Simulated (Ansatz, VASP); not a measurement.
## Cu2Ni3: VASP beside Ansatz

```
CELL_PARAMETERS angstrom
0.00000 1.91466 8.52774
1.70555 0.00000 8.52774
1.70555 1.91466 0.00000
ATOMIC_POSITIONS crystal
Cu 0.80000 0.80000 0.20000
Cu 0.20000 0.20000 0.80000
Ni 0.00000 0.00000 0.00000
Ni 0.40000 0.40000 0.60000
Ni 0.60000 0.60000 0.40000
```

Alike in both runs: task relaxation of cell and atoms; functional PBE; k mesh 6 × 6 × 6; occupations gaussian, width 0.1 eV; collinear spin.

|  | VASP | Ansatz |
| --- | --- | --- |
| version | VASP 6.6.1 | Ansatz 0.2.0 |
| potentials or method | VASP PAW PBE potentials, release 64 (Cu, Ni), cutoff 600 eV | scalar-relativistic, plane waves, PAW |
| valence electrons in the cell | 52 | 92 |

```tsv
	VASP	Ansatz	Ansatz less VASP
gap on the k mesh at the Fermi level, each at its own relaxed structure (eV)	none	none	-
net moment per atom (μB)	0.31	0.31	+0.005
size of the moment on the site where the two differ most (μB)	0.62	0.66	+0.034
relaxed volume (Å³/atom)	11.29	11.27	-0.023
relaxed length of the cell vector where the two differ most in proportion (Å)	2.520	2.517	-0.0027
```

Site moments also hang on the region over which each program counts them. A gap of «none» marks a metal or a gap that the smearing closes. VASP's potentials hold 52 valence electrons a cell and Ansatz's 92, so a difference there can come from the potentials and not from the codes. Ansatz's warnings: seeded moment not kept.

The k mesh is coarse, so the values compare programs but aren't converged.
